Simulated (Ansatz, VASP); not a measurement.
Two plane-wave programs on PbSe

```
Pb Se
1.0
    -0.03125   12.49787    3.26690
     3.19394    0.00000    3.23572
     3.22520   12.49787   -0.03118
Pb Se
2 2
Direct
  0.19591 0.81582 0.20011
  0.79989 0.21185 0.80409
  0.66875 0.28551 0.69855
  0.30145 0.65282 0.33125
```

Alike in both runs: task single point; functional PBEsol; k mesh 6 × 6 × 6; occupations gaussian, width 0.02 eV; no spin polarisation.

```csv
,VASP,Ansatz
version,VASP 6.6.1,Ansatz 0.2.0
potentials or method,"VASP PAW PBE potentials, release 64 (Pb_d, Se), cutoff 520 eV","scalar-relativistic, plane waves, PAW"
valence electrons in the cell,40,60
```

|  | VASP | Ansatz | Ansatz less VASP |
| --- | --- | --- | --- |
| gap on the k mesh at the Fermi level (eV) | 1.43 | 1.43 | 0.000 |
| least direct gap on the mesh (eV) | 1.54 | 1.54 | -0.001 |
| pressure (GPa) | -2.9 | -2.9 | +0.01 |
| traceless stress, the component that is largest in VASP (GPa) | 0.43 | 0.42 | -0.006 |
| rms of the force components (eV/Å) | 0.398 | 0.402 | +0.0031 |

VASP's potentials were made for PBE, not for PBEsol. Atom by atom the forces differ by 0.003 eV/Å (rms over components). VASP's potentials hold 40 valence electrons a cell and Ansatz's 60, so a difference there can come from the potentials and not from the codes.

Spin-orbit coupling is off throughout.
